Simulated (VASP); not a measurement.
Wanted: the native input for a VASP 6.6.1 run.

```yaml
Task: single point
Functional: LDA
Potentials_or_basis: VASP PAW LDA potentials, release 64 (Al, Ru_pv)
Cutoff: 520 eV
k_mesh: 10 × 10 × 10
Occupations: gaussian, width 0.03 eV
Spin: no spin polarisation
Dipole_correction: no
Further_INCAR_settings: ALGO = Normal; EDIFF = 1e-06; NBANDS = 29
```

The structure of Al2Ru lies in POSCAR:

```
Al2Ru
1.0
    0.0000000000      3.7619586650      4.1358049085
    2.4264195732      0.0000000000      4.1358049085
    2.4264195732      3.7619586650      0.0000000000
Al Ru
4 2
Direct
    0.0788992938      0.4211007062      0.0788992938
    0.4211007062      0.0788992938      0.4211007062
    0.1711007062      0.8288992938      0.1711007062
    0.8288992938      0.1711007062      0.8288992938
    0.7500000000      0.7500000000      0.7500000000
    0.5000000000      0.5000000000      0.5000000000
```

These files were run (other wordings do the same):

INCAR

```
SYSTEM = Al2Ru
PREC = Accurate ; ENCUT = 520
EDIFF = 1E-6 ; ISMEAR = 0
SIGMA = 0.03 ; LREAL = .FALSE.
LASPH = .TRUE. ; NELM = 80
ALGO = Normal ; ISIF = 2
LWAVE = .FALSE. ; LCHARG = .TRUE.
GGA = CA ; LELF = .TRUE.
LVHAR = .TRUE. ; NBANDS = 29
```

KPOINTS

```
Automatic mesh
0
G
  10 10 10
  0 0 0
```

Potentials or basis: VASP PAW LDA potentials, release 64 (Al, Ru_pv).

The run is started by

```bash
$ cat potpaw_LDA.64/Al/POTCAR potpaw_LDA.64/Ru_pv/POTCAR > POTCAR
$ mpirun -np 1 vasp_std > vasp.out
```

It gave:

```yaml
Pressure: 15.1 GPa
Largest_force: 0.234 eV/Å
Band_gap_on_the_k_mesh: 0.47 eV (least direct gap 1.26 eV)
```

Caveat: the cell stands under pressure.

Run time: 4.9 min on 1 thread of Intel(R) Xeon(R) Platinum 8488C (Sapphire Rapids) (shared host), peak memory 0.4 GiB.
